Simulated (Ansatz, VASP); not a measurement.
# GaAs in VASP and in Ansatz

File INCAR:

```
PREC = Accurate
ENCUT = 520
EDIFF = 1E-6
ISMEAR = 0
SIGMA = 0.05
LREAL = False
LASPH = True
NELM = 100
ALGO = Normal
ISIF = 2
LWAVE = False
LCHARG = False
GGA = PE
NBANDS = 16
```

Contents of KPOINTS:

```
Automatic mesh
0
Gamma
  10 10 10
```

POSCAR

```
GaAs
1.0
    0.0000000000      2.8975212500      2.6855075000
    2.8975212500      0.0000000000      2.6855075000
    2.8975212500      2.8975212500      0.0000000000
Ga As
1 1
Direct
    0.0000000000      0.0000000000      0.0000000000
    0.7500000000      0.7500000000      0.7500000000
```

Input for Ansatz:

```yaml
crystal:
  lattice:
    - [0.0, 2.89752125, 2.6855075]
    - [2.89752125, 0.0, 2.6855075]
    - [2.89752125, 2.89752125, 0.0]
  atoms:
    - { symbol: Ga, position: [0.0, 0.0, 0.0] }
    - { symbol: As, position: [0.75, 0.75, 0.75] }
basis:
  ecutwfc: 420
kpoints:
  mp_grid: { grid: [10, 10, 10] }
hamiltonian:
  xc: pbe
scf:
  occupations: { method: gaussian, width: 0.05 }
output:
  forces: true
  stress: true
  eigenvalues: true
  write_density: true
  write_potential: true
  elf: true
  volumetric_format: npy
```

Change from the starting cell: strain +0.025 along x and y, -0.050 along z, atoms carried along.

Alike in both runs: task single point; functional PBE; k mesh 10 × 10 × 10; occupations gaussian, width 0.05 eV; no spin polarisation.

|  | VASP | Ansatz |
| --- | --- | --- |
| version | VASP 6.6.1 | Ansatz 0.2.0 |
| potentials or method | VASP PAW PBE potentials, release 64 (Ga_d, As), cutoff 520 eV | scalar-relativistic, plane waves, PAW |
| valence electrons in the cell | 18 | 28 |

|  | VASP | Ansatz | Ansatz less VASP |
| --- | --- | --- | --- |
| gap on the k mesh at the Fermi level (eV) | 0.24 | 0.24 | -0.004 |
| least direct gap on the mesh (eV) | 0.24 | 0.24 | -0.004 |
| pressure (GPa) | 3.5 | 3.3 | -0.18 |
| traceless stress, the component that is largest in VASP (GPa) | 2.53 | 2.54 | +0.011 |

VASP's potentials hold 18 valence electrons a cell and Ansatz's 28, so a difference there can come from the potentials and not from the codes.
